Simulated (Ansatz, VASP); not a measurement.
## One calculation of C, two programs

File POSCAR:

```
C
1.0
    0.0000000000      1.7834000000      1.7834000000
    1.7834000000      0.0000000000      1.7834000000
    1.7834000000      1.7834000000      0.0000000000
C
2
Direct
    0.2476729842      0.5000000000      0.5000000000
    0.7500000000      0.7500000000      0.7500000000
```

INCAR.step1

```
SYSTEM = C
PREC = Accurate ; ENCUT = 520
ISMEAR = 0 ; SIGMA = 0.05
LREAL = .FALSE. ; LASPH = .TRUE.
NELM = 100 ; NBANDS = 11
GGA = PE ; ALGO = Normal
EDIFF = 1E-4 ; LWAVE = .TRUE.
LCHARG = .FALSE.
```

Contents of INCAR.step2:

```
SYSTEM = C
PREC = Accurate ; ENCUT = 520
EDIFF = 1E-6 ; ISMEAR = 0
SIGMA = 0.05 ; LREAL = .FALSE.
LASPH = .TRUE. ; NELM = 100
ALGO = Normal ; ISIF = 2
LWAVE = .FALSE. ; LCHARG = .FALSE.
METAGGA = R2SCAN ; LMIXTAU = .TRUE.
NBANDS = 11 ; ISTART = 1
```

The input KPOINTS:

```
regular mesh
0
G
  12 12 12
  0 0 0
```

Input for Ansatz:

```yaml
crystal:
  lattice:
    - [0.0, 1.7834, 1.7834]
    - [1.7834, 0.0, 1.7834]
    - [1.7834, 1.7834, 0.0]
  atoms:
    - { symbol: C, position: [0.2476729842, 0.5, 0.5] }
    - { symbol: C, position: [0.75, 0.75, 0.75] }
basis:
  ecutwfc: 500
kpoints:
  mp_grid: { grid: [12, 12, 12] }
hamiltonian:
  xc: r2scan
scf:
  occupations: { method: gaussian, width: 0.05 }
output:
  forces: true
  stress: true
  eigenvalues: true
```

Alike in both runs: task single point; functional r2SCAN; k mesh 12 × 12 × 12; occupations gaussian, width 0.05 eV; no spin polarisation.

|  | VASP | Ansatz |
| --- | --- | --- |
| version | VASP 6.6.1 | Ansatz 0.2.0 |
| potentials or method | VASP PAW PBE potentials, release 64 (C), cutoff 520 eV | scalar-relativistic, plane waves, PAW |
| valence electrons in the cell | 8 | 8 |

|  | VASP | Ansatz | Ansatz less VASP |
| --- | --- | --- | --- |
| gap on the k mesh at the Fermi level (eV) | none | none | - |
| rms of the force components (eV/Å) | 17.519 | 17.123 | -0.3962 |

VASP's potentials were made for PBE, not for r2SCAN. Atom by atom the forces differ by 0.396 eV/Å (rms over components). A gap of «none» marks a metal or a gap that the smearing closes.
